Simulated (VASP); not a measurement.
Set up this calculation in VASP 6.6.1, as the native input.

| Item | Value |
| --- | --- |
| Task | single point |
| Functional | PBE |
| Potentials or basis | VASP PAW PBE potentials, release 64 (C) |
| Cutoff | 520 eV |
| k mesh | 10 × 10 × 10 |
| Occupations | methfessel-paxton, width 0.1 eV |
| Spin | no spin polarisation |
| Dipole correction | no |
| Further INCAR settings | ALGO = Normal; EDIFF = 1e-06; NBANDS = 11 |

The structure of C lies in POSCAR:

```
C
1.0
    0.0000000000      1.7592674508      1.7592674508
    1.7592674508      0.0000000000      1.7592674508
    1.7592674508      1.7592674508      0.0000000000
C
2
Direct
    0.0000000000      0.0000000000      0.0000000000
    0.2500000000      0.2500000000      0.2500000000
```

One way to write it, as run:

INCAR

```
SYSTEM = C
PREC = Accurate
ENCUT = 520
EDIFF = 1E-6
ISMEAR = 1
SIGMA = 0.1
LREAL = .FALSE.
LASPH = .TRUE.
NELM = 100
ALGO = Normal
ISIF = 2
LWAVE = .FALSE.
LCHARG = .FALSE.
GGA = PE
NBANDS = 11
```

KPOINTS

```
regular mesh
0
G
  10 10 10
  0 0 0
```

Potentials or basis: VASP PAW PBE potentials, release 64 (C).

Launch:

```bash
$ cat potpaw_PBE.64/C/POTCAR > POTCAR
$ mpirun -np 1 vasp_std > vasp.out
```

Results of the run:

```json
{
  "Pressure": "22.0 GPa",
  "Band gap on the k mesh": "4.26 eV, indirect (least direct gap 5.70 eV)"
}
```

Run time: 6.2 s on 1 thread of AMD EPYC 7R43 64-Core Processor (Zen 3), with other jobs on the host, peak memory 0.08 GiB.
